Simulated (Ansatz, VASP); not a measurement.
**Ge: VASP beside Ansatz**

```
CELL_PARAMETERS angstrom
3.77100 0.00000 0.00000
-1.88550 3.26578 0.00000
0.00000 0.00000 28.00000
ATOMIC_POSITIONS crystal
Ge 0.33333 0.66667 0.50262
Ge 0.66667 0.33333 0.49738
```

Alike in both runs: task single point; functional PBE; dispersion D3(BJ); k mesh 12 × 12 × 1; occupations gaussian, width 0.1 eV; no spin polarisation.

|  | VASP | Ansatz |
| --- | --- | --- |
| version | VASP 6.6.1 | Ansatz 0.2.0 |
| potentials or method | VASP PAW PBE potentials, release 64 (Ge_d), cutoff 520 eV | scalar-relativistic, plane waves, PAW |
| valence electrons in the cell | 28 | 28 |

VASP gave:

- gap on the k mesh at the Fermi level (eV): none
- rms of the force components (eV/Å): 0.317

**Question.** What did Ansatz give for the same quantities?

**Answer.** gap on the k mesh at the Fermi level (eV): none; rms of the force components (eV/Å): 0.322.

Atom by atom the forces differ by 0.005 eV/Å (rms over components). A gap of «none» marks a metal or a gap that the smearing closes.
